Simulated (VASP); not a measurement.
Here is a VASP 6.6.1 calculation.

Contents of INCAR:

```
  ALGO = Normal
  EDIFF = 1E-6
  ENCUT = 600
  GGA = PE
  GGA_COMPAT = F
  ISIF = 2
  ISMEAR = -1
  LASPH = T
  LCHARG = T
  LELF = T
  LREAL = F
  LVHAR = T
  LWAVE = F
  NBANDS = 11
  NELM = 120
  PREC = Accurate
  SIGMA = 0.1
```

File KPOINTS:

```
k-points
0
Gamma
  5 5 5
```

File POSCAR:

```
Ni
1.0
    0.0000000000      1.7572466680      1.7572466680
    1.7572466680      0.0000000000      1.7572466680
    1.7572466680      1.7572466680      0.0000000000
Ni
1
Direct
    0.0000000000      0.0000000000      0.0000000000
```

Potentials or basis: VASP PAW PBE potentials, release 64 (Ni).

Launch:

```bash
$ cat potpaw_PBE.64/Ni/POTCAR > POTCAR
$ mpirun -np 1 vasp_std > vasp.out
```

Estimate the band gap on the k mesh.

zero (band 5 reaches 9.30 eV, above the bottom of band 6 at 8.52 eV).

Predict the pressure.

2.4 GPa.

Caveat: the k points lie up to 0.62 Å⁻¹ apart; the run has no spin polarisation, though such a crystal can be magnetic. Spin polarisation is off, so any magnetic state and its effect on volume and gap are missing.
